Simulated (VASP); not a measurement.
# CaBPd3 (Pm-3m) in VASP: a series of runs

The runs below take CaBPd3 through single point, with LDA.

All numbers are computed with VASP 6.6.1; they aren't measurements. Logs are shortened: lines on timing, memory, paths and dates and some standing lists are left out, and cuts for length are marked.

### 1 The cell of the first run

The structure is cubic, space group Pm-3m (No. 221). Conventional cell: a = 4.161 Å, b = 4.161 Å, c = 4.161 Å, α = 90.00°, β = 90.00°, γ = 90.00°. Ca (site symmetry m-3m) has 12 Pd at 2.94 Å and 8 B at 3.60 Å within 3.9 Å. Within 2.8 Å of B (site symmetry m-3m) lie 6 Pd at 2.08 Å. Within 2.8 Å of Pd (site symmetry 4/mmm) lie 2 B at 2.08 Å.

### 2 Single point, LDA

INCAR reads:

```
PREC = Accurate
ENCUT = 520
EDIFF = 1E-7
ISMEAR = -1
SIGMA = 0.1
LREAL = False
LASPH = True
NELM = 100
ALGO = Normal
ISIF = 2
LWAVE = False
LCHARG = False
GGA = CA
NBANDS = 30
```

KPOINTS reads:

```
Automatic mesh
0
Gamma
  6 6 6
```

POSCAR reads:

```
CaBPd3
1.0
    4.1611434859      0.0000000000      0.0000000000
    0.0000000000      4.1611434859      0.0000000000
    0.0000000000      0.0000000000      4.1611434859
Ca B Pd
1 1 3
Direct
    0.5000000000      0.5000000000      0.5000000000
    0.0000000000      0.0000000000      0.0000000000
    0.5000000000      0.0000000000      0.0000000000
    0.0000000000      0.5000000000      0.0000000000
    0.0000000000      0.0000000000      0.5000000000
```

Potentials or basis: VASP PAW LDA potentials, release 64 (Ca_sv, B, Pd).

Launch:

```bash
$ cat potpaw_LDA.64/Ca_sv/POTCAR potpaw_LDA.64/B/POTCAR potpaw_LDA.64/Pd/POTCAR > POTCAR
$ mpirun -np 1 vasp_std > vasp.out
```

OUTCAR:

```text
PREC = Accurate
   ENCUT = 520
   EDIFF = 1E-7
   ISMEAR = -1
   LREAL = False
   LASPH = True
   NELM = 100
   ISIF = 2
   GGA = CA

 ion  position               nearest neighbor table
   1  0.500  0.500  0.500-   3 2.94   4 2.94   5 2.94   3 2.94   4 2.94   3 2.94   5 2.94   3 2.94
                             4 2.94   5 2.94   4 2.94   5 2.94
   2  0.000  0.000  0.000-   3 2.08   4 2.08   5 2.08   5 2.08   4 2.08   3 2.08
   3  0.500  0.000  0.000-   2 2.08   2 2.08   4 2.94   5 2.94   1 2.94   5 2.94   1 2.94   4 2.94
                             1 2.94   1 2.94   4 2.94   5 2.94   5 2.94   4 2.94
   4  0.000  0.500  0.000-   2 2.08   2 2.08   3 2.94   5 2.94   1 2.94   5 2.94   1 2.94   3 2.94
                             5 2.94   5 2.94   1 2.94   3 2.94   1 2.94   3 2.94
   5  0.000  0.000  0.500-   2 2.08   2 2.08   3 2.94   4 2.94   1 2.94   3 2.94   4 2.94   1 2.94
                             4 2.94   4 2.94   1 2.94   3 2.94   3 2.94   1 2.94

  LATTYP: Found a simple cubic cell.
 ALAT       =     4.1611434859

  Lattice vectors:

 A1 = (   4.1611434859,   0.0000000000,   0.0000000000)
 A2 = (   0.0000000000,   4.1611434859,   0.0000000000)
 A3 = (   0.0000000000,   0.0000000000,   4.1611434859)

Analysis of symmetry for initial positions (statically):
=====================================================================
 Subroutine PRICEL returns:
 Original cell was already a primitive cell.

 Routine SETGRP: Setting up the symmetry group for a
 simple cubic supercell.

 Subroutine GETGRP returns: Found 48 space group operations
 (whereof 48 operations were pure point group operations)
 out of a pool of 48 trial point group operations.

The static configuration has the point symmetry O_h .

Analysis of symmetry for dynamics (positions and initial velocities):
=====================================================================
 Subroutine PRICEL returns:
 Original cell was already a primitive cell.

 Routine SETGRP: Setting up the symmetry group for a
 simple cubic supercell.

 Subroutine GETGRP returns: Found 48 space group operations
 (whereof 48 operations were pure point group operations)
 out of a pool of 48 trial point group operations.

The dynamic configuration has the point symmetry O_h .

 Subroutine INISYM returns: Found 48 space group operations
 (whereof 48 operations are pure point group operations),
 and found     1 'primitive' translations

----------------------------------------------------------------------------------------

                                     Primitive cell

  volume of cell :      72.0507

  direct lattice vectors                    reciprocal lattice vectors
     4.161143486  0.000000000  0.000000000     0.240318557  0.000000000  0.000000000
     0.000000000  4.161143486  0.000000000     0.000000000  0.240318557  0.000000000
     0.000000000  0.000000000  4.161143486     0.000000000  0.000000000  0.240318557

  length of vectors
     4.161143486  4.161143486  4.161143486     0.240318557  0.240318557  0.240318557

  position of ions in fractional coordinates (direct lattice)
     0.500000000  0.500000000  0.500000000
     0.000000000  0.000000000  0.000000000
     0.500000000  0.000000000  0.000000000
     0.000000000  0.500000000  0.000000000
     0.000000000  0.000000000  0.500000000

  ion indices of the primitive-cell ions
   primitive index   ion index
                 1           1
                 2           2
                 3           3
                 4           4
                 5           5

----------------------------------------------------------------------------------------

 KPOINTS: Automatic mesh

Automatic generation of k-mesh.
 Grid dimensions read from file:
 generate k-points for:    6    6    6

 Generating k-lattice:

  Cartesian coordinates                     Fractional coordinates (reciprocal lattice)
     0.040053093  0.000000000  0.000000000     0.166666667  0.000000000  0.000000000
     0.000000000  0.040053093  0.000000000     0.000000000  0.166666667  0.000000000
     0.000000000  0.000000000  0.040053093     0.000000000  0.000000000  0.166666667

  Length of vectors
     0.040053093  0.040053093  0.040053093

  Shift w.r.t. Gamma in fractional coordinates (k-lattice)
     0.000000000  0.000000000  0.000000000

 Subroutine IBZKPT returns following result:
 ===========================================

 Found     20 irreducible k-points:

 Following reciprocal coordinates:
            Coordinates               Weight
  0.000000  0.000000  0.000000      1.000000
  0.166667  0.000000  0.000000      6.000000
  0.333333  0.000000  0.000000      6.000000
  0.500000  0.000000  0.000000      3.000000
  0.166667  0.166667  0.000000     12.000000
  0.333333  0.166667  0.000000     24.000000
[... 12 lines left out ...]
  0.500000  0.500000  0.333333      6.000000
  0.500000  0.500000  0.500000      1.000000
   k-points           NKPTS =     20   k-points in BZ     NKDIM =     20   number of bands    NBANDS=     30
   number of dos      NEDOS =    301   number of ions     NIONS =      5
   total plane-waves  NPLWV =  32768
   dimension x,y,z NGX =    32 NGY =   32 NGZ =   32
   dimension x,y,z NGXF=    64 NGYF=   64 NGZF=   64
   ions per type =               1   1   3
   NGX,Y,Z   is equivalent  to a cutoff of  12.78, 12.78, 12.78 a.u.
   NGXF,Y,Z  is equivalent  to a cutoff of  25.57, 25.57, 25.57 a.u.
 SYSTEM =  unknown system
   PREC   = accura    normal or accurate (medium, high low for compatibility)
   ISTART =      0    job   : 0-new  1-cont  2-samecut
   ICHARG =      2    charge: 1-file 2-atom 10-const
   ISPIN  =      1    spin polarized calculation?
   LNONCOLLINEAR =      F non collinear calculations
   LSORBIT =      F    spin-orbit coupling
   LASPH  =      T    aspherical Exc in radial PAW
   ENCUT  =  520.0 eV  38.22 Ry    6.18 a.u.   7.74  7.74  7.74*2*pi/ulx,y,z
   NELM   =    100;   NELMIN=  2; NELMDL= -5     # of ELM steps
   EDIFF  = 0.1E-06   stopping-criterion for ELM
   LREAL  =      F    real-space projection
   EDIFFG = 0.1E-05   stopping-criterion for IOM
   NSW    =      0    number of steps for IOM
   IBRION =     -1    ionic relax: 0-MD 1-quasi-New 2-CG
   NFREE  =      0    steps in history (QN), initial steepest desc. (CG)
   ISIF   =      2    stress and relaxation
   ISYM   =      2    0-nonsym 1-usesym 2-fastsym
   POTIM  = 0.5000    time-step for ionic-motion
   TEBEG  =    0.0;   TEEND  =   0.0 temperature during run
   PSTRESS=    0.0 pullay stress
   NELECT =      43.0000    total number of electrons
   NUPDOWN=      -1.0000    fix difference up-down
   EMIN   =  10.00;   EMAX   =-10.00  energy-range for DOS
   EFERMI =   0.00;   METHOD = LEGACY
   ISMEAR =    -1;   SIGMA  =   0.10  broadening in eV -4-tet -1-fermi 0-gaus
   EFERMI_NEDOS =   21; number of points for ismear=-14 and -15
   IALGO  =     38    algorithm
   IMIX   =      4    mixing-type and parameters
     AMIX     =   0.40;   BMIX     =  1.00
     AMIX_MAG =   1.60;   BMIX_MAG =  1.00
  volume/ion in A,a.u.               =      14.41        97.24
  Fermi-wavevector in a.u.,A,eV,Ry     =   1.378325  2.604657 25.848072  1.899780
  Thomas-Fermi vector in A             =   2.503397
   LORBIT       =      0    0 simple, 1 ext, 2 COOP (PROOUT), +10 PAW based schemes
   GGA     = CA    functional components
   LHFCALC =     F    Hartree Fock is set to
   AEXX    =    0.0000 exact exchange contribution
   IVDW    =     0    specifies the selected vdW correction
   LEPSILON=     F    determine dielectric tensor
   LRPA    =     F    only Hartree local field effects (RPA)
 non-spin polarized calculation
  energy-cutoff  :      520.00
  volume of cell :       72.05
 maximum number of plane-waves:      1956
 NGX is ok and might be reduce to    32
   NGX = 15   NGY = 15   NGZ = 15

 number of electron      43.0000029 magnetization

 Free energy of the ion-electron system (eV)
  ---------------------------------------------------
  ext. energy  EPLUGINS =         0.00000000
  ---------------------------------------------------
  free energy    TOTEN  =       -32.02386971 eV

  energy without entropy =      -31.90992780  energy(sigma->0) =      -31.96689876

 E-fermi :   8.6428     XC(G=0): -12.5034

 val. band max:        8.6330974689   @ k =   0.1667   0.1667   0.1667
 cond. band min:       8.6580246020   @ k =   0.5000   0.3333   0.1667
 fundamental gap:      0.0249271331
 Fermi energy:         8.6428397837

 k-point     1 :       0.0000    0.0000    0.0000
  band No.  band energies     occupation
      1     -31.1804      2.00000
      2     -12.5637      2.00000
      3     -12.5637      2.00000
      4     -12.5637      2.00000
      5      -2.2740      2.00000
      6       2.6529      2.00000
[... 22 lines left out ...]
     29      15.3305      0.00000
     30      15.3305      0.00000

 k-point     2 :       0.1667    0.0000    0.0000
  band No.  band energies     occupation
      1     -31.1793      2.00000
      2     -12.5845      2.00000
      3     -12.5656      2.00000
      4     -12.5656      2.00000
      5      -2.0720      2.00000
      6       2.8806      2.00000
[... 22 lines left out ...]
     29      14.8486      0.00000
     30      15.6254      0.00000

 k-point     3 :       0.3333    0.0000    0.0000
  band No.  band energies     occupation
      1     -31.1772      2.00000
      2     -12.6255      2.00000
      3     -12.5693      2.00000
      4     -12.5693      2.00000
      5      -1.5690      2.00000
      6       3.1445      2.00000
[... 22 lines left out ...]
     29      14.5785      0.00000
     30      15.1889      0.00000

 k-point     4 :       0.5000    0.0000    0.0000
  band No.  band energies     occupation
      1     -31.1761      2.00000
      2     -12.6459      2.00000
      3     -12.5711      2.00000
      4     -12.5711      2.00000
      5      -1.2278      2.00000
      6       2.4651      2.00000
[... 22 lines left out ...]
     29      14.5924      0.00000
     30      14.7395      0.00000

 k-point     5 :       0.1667    0.1667    0.0000
  band No.  band energies     occupation
      1     -31.1784      2.00000
      2     -12.5894      2.00000
      3     -12.5799      2.00000
      4     -12.5674      2.00000
      5      -1.8726      2.00000
      6       3.0880      2.00000
[... 22 lines left out ...]
     29      14.6909      0.00000
     30      15.4349      0.00000
[... 394 lines left out ...]
     29      14.8096      0.00000
     30      14.8096      0.00000

 k-point    18 :       0.5000    0.3333    0.3333
  band No.  band energies     occupation
      1     -31.1732      2.00000
      2     -12.6172      2.00000
      3     -12.6078      2.00000
      4     -12.5986      2.00000
      5       0.2072      2.00000
      6       1.4622      2.00000
[... 22 lines left out ...]
     29      14.5204      0.00000
     30      15.1315      0.00000

 k-point    19 :       0.5000    0.5000    0.3333
  band No.  band energies     occupation
      1     -31.1729      2.00000
      2     -12.6124      2.00000
      3     -12.6124      2.00000
      4     -12.5999      2.00000
      5       0.6841      2.00000
      6       1.3346      2.00000
[... 22 lines left out ...]
     29      14.8563      0.00000
     30      15.2654      0.00000

 k-point    20 :       0.5000    0.5000    0.5000
  band No.  band energies     occupation
      1     -31.1727      2.00000
      2     -12.6074      2.00000
      3     -12.6074      2.00000
      4     -12.6074      2.00000
      5       1.2053      2.00000
      6       1.2053      2.00000
[... 22 lines left out ...]
     29      15.1929      0.00000
     30      15.1929      0.00000

------------------------ aborting loop because EDIFF is reached ----------------------------------------

  FORCE on cell =-STRESS in cart. coord.  units (eV):
  Direction    XX          YY          ZZ          XY          YZ          ZX
  --------------------------------------------------------------------------------------
  -------------------------------------------------------------------------------------
  Total        2.1844818      2.1844818      2.1844818     -0.0000000     -0.0000000      0.0000000
  in kB       48.5759093     48.5759093     48.5759093     -0.0000000     -0.0000000      0.0000000
  external PRESSURE =      48.5759093 kB  Pullay stress =       0.0000000 kB

 VOLUME and BASIS-vectors are now :
 -----------------------------------------------------------------------------
  energy-cutoff  :      520.00
  volume of cell :       72.05
      direct lattice vectors                 reciprocal lattice vectors
     4.161143486  0.000000000  0.000000000     0.240318557  0.000000000  0.000000000
     0.000000000  4.161143486  0.000000000     0.000000000  0.240318557  0.000000000
     0.000000000  0.000000000  4.161143486     0.000000000  0.000000000  0.240318557

 POSITION                                       TOTAL-FORCE (eV/Angst)
 -----------------------------------------------------------------------------------
      2.08057      2.08057      2.08057         0.000000      0.000000      0.000000
      0.00000      0.00000      0.00000         0.000000      0.000000      0.000000
      2.08057      0.00000      0.00000         0.000000      0.000000      0.000000
      0.00000      2.08057      0.00000         0.000000      0.000000      0.000000
      0.00000      0.00000      2.08057         0.000000      0.000000      0.000000
 -----------------------------------------------------------------------------------
    total drift:                                0.000000      0.000000     -0.000000

  FREE ENERGIE OF THE ION-ELECTRON SYSTEM (eV)
  ---------------------------------------------------
  free  energy   TOTEN  =       -32.0238697139 eV

  energy  without entropy=      -31.9099277998  energy(sigma->0) =      -31.96689876
```

Wall time 28 s (1 thread of AMD EPYC 7R13 (Zen 3), shared host); peak memory 0.15 GiB.

Results:

| Quantity | Value |
| --- | --- |
| Free energy | -32.0239 eV |
| Pressure | 4.9 GPa |

### 3 Single point, LDA

This run uses another cell than the first one, of 14.83 Å³/atom, 1.029 times its volume.

INCAR reads:

```
SYSTEM = CaBPd3
ALGO = Normal
EDIFF = 1E-6
ENCUT = 520
GGA = CA
ISIF = 2
ISMEAR = -1
LASPH = .TRUE.
LCHARG = .FALSE.
LREAL = .FALSE.
LWAVE = .FALSE.
NBANDS = 30
NELM = 80
PREC = Accurate
SIGMA = 0.1
```

KPOINTS reads:

```
k-points
0
G
  6 6 6
  0 0 0
```

Edit POSCAR of step 2 so:

```diff
@@ -2,5 +2,5 @@
 1.0
-    4.1611434859      0.0000000000      0.0000000000
-    0.0000000000      4.1611434859      0.0000000000
-    0.0000000000      0.0000000000      4.1611434859
+    4.2009654604      0.0000000000      0.0000000000
+    0.0000000000      4.2009654604      0.0000000000
+    0.0000000000      0.0000000000      4.2009654604
 Ca B Pd
```

Potentials or basis: VASP PAW LDA potentials, release 64 (Ca_sv, B, Pd).

Launch:

```bash
$ cat potpaw_LDA.64/Ca_sv/POTCAR potpaw_LDA.64/B/POTCAR potpaw_LDA.64/Pd/POTCAR > POTCAR
$ mpirun -np 1 vasp_std > vasp.out
```

It took 26 s on 1 thread of AMD EPYC 7R13 (Zen 3), shared host; peak memory 0.15 GiB.

It converged, with:

| Item | Value |
| --- | --- |
| Free energy | -32.0568 eV |
| Pressure | 0.2 GPa |

Levels at points of the mesh, in eV from the Fermi level:
```
           k point  band 17  band 18  band 19  band 20  band 21  band 22  band 23  band 24  band 25  band 26
(0.00, 0.00, 0.00)    -1.57    -1.57    -1.57    -1.56    -1.56    -1.56    -1.53     3.07     3.07     5.42
(0.50, 0.00, 0.00)    -2.84    -2.68    -2.68    -2.31    -1.57     0.78     0.78     2.95     3.73     3.73
(0.50, 0.50, 0.00)    -2.98    -2.84    -2.72    -2.39    -0.67    -0.16    -0.16     2.59     3.23     3.23
(0.50, 0.50, 0.50)    -2.57    -1.68    -1.68    -1.68     0.57     0.57     0.57     0.99     0.99     0.99
```
